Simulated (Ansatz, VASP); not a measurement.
## Ru: VASP beside Ansatz

```
Ru
1.0
     2.55505    0.00000    0.00000
    -1.27752    2.21274    0.00000
     0.00000    0.00000    4.03932
Ru
2
Direct
  0.33333 0.66667 0.25000
  0.66667 0.33333 0.75000
```

Change from the starting cell: strain -0.050 along x and y, -0.050 along z, atoms carried along.

Alike in both runs: task single point; functional PBEsol; k mesh 24 × 24 × 14; occupations gaussian, width 0.15 eV; no spin polarisation.

|  | VASP | Ansatz |
| --- | --- | --- |
| version | VASP 6.6.1 | Ansatz 0.2.0 |
| potentials or method | VASP PAW PBE potentials, release 64 (Ru_pv), cutoff 520 eV | scalar-relativistic, plane waves, PAW |
| valence electrons in the cell | 28 | 32 |

|  | VASP | Ansatz | Ansatz less VASP |
| --- | --- | --- | --- |
| gap on the k mesh at the Fermi level (eV) | none | none | - |
| pressure (GPa) | 77.6 | 77.0 | -0.64 |
| traceless stress, the component that is largest in VASP (GPa) | 2.50 | 2.39 | -0.105 |

VASP's potentials were made for PBE, not for PBEsol. A gap of «none» marks a metal or a gap that the smearing closes. Both programs put the cell under a high pressure, so it lies far from rest at this level. VASP's potentials hold 28 valence electrons a cell and Ansatz's 32, so a difference there can come from the potentials and not from the codes.

Noted on VASP's run: the cell as given lies far from equilibrium.
